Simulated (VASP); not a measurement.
Input of a VASP 6.6.1 run:

The input INCAR:

```
ALGO = Normal
EDIFF = 1E-8
ENCUT = 600
GGA = PS
IBRION = 6
ISIF = 3
ISMEAR = -1
LASPH = T
LCHARG = F
LREAL = F
LWAVE = F
NBANDS = 11
NELM = 60
NFREE = 2
NSW = 1
POTIM = 0.015
PREC = Accurate
SIGMA = 0.05
```

File KPOINTS:

```
k-points
0
Gamma
  8 8 8
```

File POSCAR:

```
Ca
1.0
    0.0000000000      2.7942000000      2.7942000000
    2.7942000000      0.0000000000      2.7942000000
    2.7942000000      2.7942000000      0.0000000000
Ca
1
Direct
    0.0000000000      0.0000000000      0.0000000000
```

Potentials or basis: VASP PAW PBE potentials, release 64 (Ca_sv).

Launch:

```sh
$ cat potpaw_PBE.64/Ca_sv/POTCAR > POTCAR
$ mpirun -np 1 vasp_std > vasp.out
```

Q: Predict the elastic constants C11, C12, C44.

A: 19, 13, 13 GPa.

Q: What does it give for the Voigt bulk modulus?

A: 15 GPa.

Clamped-ion elastic tensor (GPa):
```
19 13 13  0  0  0
13 19 13  0  0  0
13 13 19  0  0  0
 0  0  0 13  0  0
 0  0  0  0 13  0
 0  0  0  0  0 13
```

Caveat: the cell is under stress, which shifts elastic constants; the PAW data sets were made with another functional, which shifts forces and pressure a little.
